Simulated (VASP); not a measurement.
# SnO2 in VASP: a series of runs

SnO2 is run at these levels: PBE, r2SCAN; tasks: single point.

Program: VASP 6.6.1. These are calculated values, not measurements. Logs are shortened: lines on timing, memory, paths and dates and some standing lists are left out, and cuts for length are marked.

## (1) The cell of the first run

The structure is tetragonal, space group I4/mmm (No. 139). Conventional cell: a = 3.583 Å, b = 3.583 Å, c = 4.896 Å, α = 90.00°, β = 90.00°, γ = 90.00°. Within 2.9 Å of Sn (site symmetry 4/mmm) lie 8 O at 2.17 Å. O (site symmetry -4m2) has 4 Sn at 2.17 Å and 6 O at 2.45 to 2.53 Å within 2.9 Å.

## (2) Single point, PBE (uniaxial x strain -3.4%)

INCAR

```
SYSTEM = SnO2
PREC = Accurate
ENCUT = 520
EDIFF = 1E-6
ISMEAR = -1
SIGMA = 0.02
LREAL = .FALSE.
LASPH = .TRUE.
NELM = 60
ALGO = Normal
ISIF = 2
LWAVE = .FALSE.
LCHARG = .TRUE.
GGA = PE
LELF = .TRUE.
LVHAR = .TRUE.
NBANDS = 20
```

KPOINTS

```
regular mesh
0
G
  8 8 8
  0 0 0
```

POSCAR

```
SnO2
1.0
    0.0000000000      2.5334669704      2.5334669704
    2.4478357868      0.0000000000      2.5334669704
    2.4478357868      2.5334669704      0.0000000000
Sn O
1 2
Direct
    0.0000000000      0.0000000000      0.0000000000
    0.2500000000      0.2500000000      0.2500000000
    0.7500000000      0.7500000000      0.7500000000
```

Potentials or basis: VASP PAW PBE potentials, release 64 (Sn_d, O).

Command:

```bash
cat potpaw_PBE.64/Sn_d/POTCAR potpaw_PBE.64/O/POTCAR > POTCAR
mpirun -np 1 vasp_std > vasp.out
```

OUTCAR:

```text
SYSTEM = SnO2
   PREC = Accurate
   ENCUT = 520
   EDIFF = 1E-6
   ISMEAR = -1
   LREAL = .FALSE.
   LASPH = .TRUE.
   NELM = 60
   ISIF = 2
   GGA = PE

 ion  position               nearest neighbor table
   1  0.000  0.000  0.000-   3 2.17   3 2.17   3 2.17   2 2.17   3 2.17   2 2.17   2 2.17   2 2.17

   2  0.250  0.250  0.250-   1 2.17   1 2.17   1 2.17   1 2.17
   3  0.750  0.750  0.750-   1 2.17   1 2.17   1 2.17   1 2.17

  LATTYP: Found a body centered tetragonal cell.
 ALAT       =     3.5828633494
 C/A-ratio  =     1.3664131440

  Lattice vectors:

 A1 = (  -2.4478357868,   0.0000000000,  -2.5334669704)
 A2 = (  -2.4478357868,   0.0000000000,   2.5334669704)
 A3 = (   2.4478357868,   2.5334669704,   0.0000000000)

Analysis of symmetry for initial positions (statically):
=====================================================================
 Subroutine PRICEL returns:
 Original cell was already a primitive cell.

 Routine SETGRP: Setting up the symmetry group for a
 body centered tetragonal supercell.

 Subroutine GETGRP returns: Found 16 space group operations
 (whereof 16 operations were pure point group operations)
 out of a pool of 16 trial point group operations.

The static configuration has the point symmetry D_4h.

Analysis of symmetry for dynamics (positions and initial velocities):
=====================================================================
 Subroutine PRICEL returns:
 Original cell was already a primitive cell.

 Routine SETGRP: Setting up the symmetry group for a
 body centered tetragonal supercell.

 Subroutine GETGRP returns: Found 16 space group operations
 (whereof 16 operations were pure point group operations)
 out of a pool of 16 trial point group operations.

The dynamic configuration has the point symmetry D_4h.

 Subroutine INISYM returns: Found 16 space group operations
 (whereof 16 operations are pure point group operations),
 and found     1 'primitive' translations

----------------------------------------------------------------------------------------

                                     Primitive cell

  volume of cell :      31.4226

  direct lattice vectors                    reciprocal lattice vectors
     0.000000000  2.533466970  2.533466970    -0.204262068  0.197358010  0.197358010
     2.447835787  0.000000000  2.533466970     0.204262068 -0.197358010  0.197358010
     2.447835787  2.533466970  0.000000000     0.204262068  0.197358010 -0.197358010

  length of vectors
     3.582863349  3.522833367  3.522833367     0.345866102  0.345866102  0.345866102

  position of ions in fractional coordinates (direct lattice)
     0.000000000  0.000000000  0.000000000
     0.250000000  0.250000000  0.250000000
     0.750000000  0.750000000  0.750000000

  ion indices of the primitive-cell ions
   primitive index   ion index
                 1           1
                 2           2
                 3           3

----------------------------------------------------------------------------------------

 KPOINTS: regular mesh

Automatic generation of k-mesh.
 Grid dimensions read from file:
 generate k-points for:    8    8    8

 Generating k-lattice:

  Cartesian coordinates                     Fractional coordinates (reciprocal lattice)
    -0.025532759  0.024669751  0.024669751     0.125000000  0.000000000  0.000000000
     0.025532759 -0.024669751  0.024669751     0.000000000  0.125000000  0.000000000
     0.025532759  0.024669751 -0.024669751     0.000000000  0.000000000  0.125000000

  Length of vectors
     0.043233263  0.043233263  0.043233263

  Shift w.r.t. Gamma in fractional coordinates (k-lattice)
     0.000000000  0.000000000  0.000000000

 Subroutine IBZKPT returns following result:
 ===========================================

 Found     59 irreducible k-points:

 Following reciprocal coordinates:
            Coordinates               Weight
  0.000000  0.000000  0.000000      1.000000
  0.125000 -0.000000 -0.000000      8.000000
  0.250000 -0.000000 -0.000000      8.000000
  0.375000 -0.000000 -0.000000      8.000000
  0.500000 -0.000000 -0.000000      4.000000
  0.125000  0.125000  0.000000      4.000000
[... 16 lines left out ...]
  0.250000  0.125000  0.125000      4.000000
  0.375000  0.125000  0.125000      8.000000
 [... further k-points ...]
   k-points           NKPTS =     59   k-points in BZ     NKDIM =     59   number of bands    NBANDS=     20
   number of dos      NEDOS =    301   number of ions     NIONS =      3
   total plane-waves  NPLWV =  21952
   dimension x,y,z NGX =    28 NGY =   28 NGZ =   28
   dimension x,y,z NGXF=    56 NGYF=   56 NGZF=   56
   ions per type =               1   2
   NGX,Y,Z   is equivalent  to a cutoff of  12.99, 13.21, 13.21 a.u.
   NGXF,Y,Z  is equivalent  to a cutoff of  25.98, 26.43, 26.43 a.u.
 SYSTEM =  SnO2
   PREC   = accura    normal or accurate (medium, high low for compatibility)
   ISTART =      0    job   : 0-new  1-cont  2-samecut
   ICHARG =      2    charge: 1-file 2-atom 10-const
   ISPIN  =      1    spin polarized calculation?
   LNONCOLLINEAR =      F non collinear calculations
   LSORBIT =      F    spin-orbit coupling
   LASPH  =      T    aspherical Exc in radial PAW
   ENCUT  =  520.0 eV  38.22 Ry    6.18 a.u.   6.66  6.55  6.55*2*pi/ulx,y,z
   NELM   =     60;   NELMIN=  2; NELMDL= -5     # of ELM steps
   EDIFF  = 0.1E-05   stopping-criterion for ELM
   LREAL  =      F    real-space projection
   EDIFFG = 0.1E-04   stopping-criterion for IOM
   NSW    =      0    number of steps for IOM
   IBRION =     -1    ionic relax: 0-MD 1-quasi-New 2-CG
   NFREE  =      0    steps in history (QN), initial steepest desc. (CG)
   ISIF   =      2    stress and relaxation
   ISYM   =      2    0-nonsym 1-usesym 2-fastsym
   POTIM  = 0.5000    time-step for ionic-motion
   TEBEG  =    0.0;   TEEND  =   0.0 temperature during run
   PSTRESS=    0.0 pullay stress
   NELECT =      26.0000    total number of electrons
   NUPDOWN=      -1.0000    fix difference up-down
   EMIN   =  10.00;   EMAX   =-10.00  energy-range for DOS
   EFERMI =   0.00;   METHOD = LEGACY
   ISMEAR =    -1;   SIGMA  =   0.02  broadening in eV -4-tet -1-fermi 0-gaus
   EFERMI_NEDOS =   21; number of points for ismear=-14 and -15
   IALGO  =     38    algorithm
   IMIX   =      4    mixing-type and parameters
     AMIX     =   0.40;   BMIX     =  1.00
     AMIX_MAG =   1.60;   BMIX_MAG =  1.00
  volume/ion in A,a.u.               =      10.47        70.68
  Fermi-wavevector in a.u.,A,eV,Ry     =   1.536922  2.904361 32.138699  2.362128
  Thomas-Fermi vector in A             =   2.643503
   LORBIT       =      0    0 simple, 1 ext, 2 COOP (PROOUT), +10 PAW based schemes
   GGA     = PE    functional components
[... 5 lines left out ...]
 non-spin polarized calculation
  energy-cutoff  :      520.00
  volume of cell :       31.42
 maximum number of plane-waves:       869
   NGX = 13   NGY = 13   NGZ = 13

 number of electron      26.0000003 magnetization

 Free energy of the ion-electron system (eV)
  ---------------------------------------------------
  ext. energy  EPLUGINS =         0.00000000
  ---------------------------------------------------
  free energy    TOTEN  =       -17.72979360 eV

  energy without entropy =      -17.72979349  energy(sigma->0) =      -17.72979354

 E-fermi :   8.9588     XC(G=0): -12.1148

 val. band max:        8.7268483340   @ k =  -0.2500   0.5000   0.2500
 cond. band min:       9.1541562778   @ k =   0.0000   0.0000   0.0000
 fundamental gap:      0.4273079438
 Fermi energy:         8.9587911651

 k-point     1 :       0.0000    0.0000    0.0000
  band No.  band energies     occupation
      1     -12.0312      2.00000
      2     -12.0312      2.00000
      3     -11.9925      2.00000
      4     -11.8479      2.00000
      5     -11.8249      2.00000
      6     -11.5006      2.00000
[... 12 lines left out ...]
     19      23.5935      0.00000
     20      24.5901      0.00000

 k-point     2 :       0.1250   -0.0000   -0.0000
  band No.  band energies     occupation
      1     -12.1043      2.00000
      2     -12.0165      2.00000
      3     -11.9896      2.00000
      4     -11.8459      2.00000
      5     -11.8245      2.00000
      6     -11.3222      2.00000
[... 12 lines left out ...]
     19      23.6766      0.00000
     20      24.6298      0.00000

 k-point     3 :       0.2500   -0.0000   -0.0000
  band No.  band energies     occupation
      1     -12.3236      2.00000
      2     -11.9884      2.00000
      3     -11.9652      2.00000
      4     -11.8377      2.00000
      5     -11.8157      2.00000
      6     -10.7552      2.00000
[... 12 lines left out ...]
     19      24.6667      0.00000
     20      25.2166      0.00000

 k-point     4 :       0.3750   -0.0000   -0.0000
  band No.  band energies     occupation
      1     -12.5330      2.00000
      2     -11.9733      2.00000
      3     -11.9538      2.00000
      4     -11.8164      2.00000
      5     -11.7929      2.00000
      6      -9.8990      2.00000
[... 12 lines left out ...]
     19      24.5329      0.00000
     20      25.0410      0.00000

 k-point     5 :       0.5000   -0.0000   -0.0000
  band No.  band energies     occupation
      1     -12.6152      2.00000
      2     -11.9709      2.00000
      3     -11.9531      2.00000
      4     -11.8035      2.00000
      5     -11.7794      2.00000
      6      -9.2159      2.00000
[... 12 lines left out ...]
     19      24.3077      0.00000
     20      24.6212      0.00000
[... 353 lines left out ...]
      6      -9.6769      2.00000
[... 12 lines left out ...]
     19      26.0416      0.00000
     20      26.4466      0.00000

 k-point    22 :       0.0000    0.1250    0.1250
  band No.  band energies     occupation
      1     -12.1109      2.00000
      2     -12.0029      2.00000
      3     -12.0029      2.00000
      4     -11.8606      2.00000
      5     -11.8160      2.00000
      6     -11.2653      2.00000
[... 12 lines left out ...]
     19      23.7896      0.00000
     20      24.7554      0.00000

 k-point    23 :       0.2500    0.1250    0.1250
  band No.  band energies     occupation
      1     -12.1887      2.00000
      2     -12.0211      2.00000
      3     -11.9982      2.00000
      4     -11.8326      2.00000
      5     -11.8322      2.00000
      6     -11.0188      2.00000
[... 12 lines left out ...]
     19      23.8436      0.00000
     20      25.4666      0.00000

 k-point    24 :       0.3750    0.1250    0.1250
  band No.  band energies     occupation
      1     -12.3622      2.00000
      2     -12.0492      2.00000
      3     -11.9663      2.00000
      4     -11.8309      2.00000
      5     -11.8272      2.00000
      6     -10.3401      2.00000
[... 12 lines left out ...]
     19      23.8728      0.00000
     20      26.8718      0.00000

 [... further k-points ...]

------------------------ aborting loop because EDIFF is reached ----------------------------------------

  FORCE on cell =-STRESS in cart. coord.  units (eV):
  Direction    XX          YY          ZZ          XY          YZ          ZX
  --------------------------------------------------------------------------------------
  -------------------------------------------------------------------------------------
  Total        5.9020471      2.6085495      2.6085495      0.0000000      0.0000000      0.0000000
  in kB      300.9334618    133.0046729    133.0046729      0.0000000      0.0000000      0.0000000
  external PRESSURE =     188.9809359 kB  Pullay stress =       0.0000000 kB

 VOLUME and BASIS-vectors are now :
 -----------------------------------------------------------------------------
  energy-cutoff  :      520.00
  volume of cell :       31.42
      direct lattice vectors                 reciprocal lattice vectors
     0.000000000  2.533466970  2.533466970    -0.204262068  0.197358010  0.197358010
     2.447835787  0.000000000  2.533466970     0.204262068 -0.197358010  0.197358010
     2.447835787  2.533466970  0.000000000     0.204262068  0.197358010 -0.197358010

 POSITION                                       TOTAL-FORCE (eV/Angst)
 -----------------------------------------------------------------------------------
      0.00000      0.00000      0.00000         0.000000     -0.000000      0.000000
      1.22392      1.26673      1.26673        -0.000000      0.000000      0.000000
      3.67175      3.80020      3.80020         0.000000     -0.000000     -0.000000
 -----------------------------------------------------------------------------------
    total drift:                                0.000000     -0.000000      0.000000

  FREE ENERGIE OF THE ION-ELECTRON SYSTEM (eV)
  ---------------------------------------------------
  free  energy   TOTEN  =       -17.7297935969 eV

  energy  without entropy=      -17.7297934902  energy(sigma->0) =      -17.72979354
```

Wall time 43 s (1 thread of Intel Xeon Platinum 8175M at 2.50GHz (Skylake/Cascade Lake), shared host); peak memory 0.17 GiB.

Results:

| Quantity | Value |
| --- | --- |
| Free energy | -17.7298 eV |
| Pressure | 18.9 GPa |
| Band gap on the k mesh | 0.43 eV (least direct gap 1.65 eV) |

Stress tensor (GPa, compression positive):
```
30.09  0.00  0.00
 0.00 13.30  0.00
 0.00  0.00 13.30
```

Caveat: the cell differs from its parent crystal (uniaxial x strain -3.4%); the cell stands under pressure; spin-orbit coupling is left out, which moves the levels of the heavy elements.

(Part 1 of 3 ends here.)
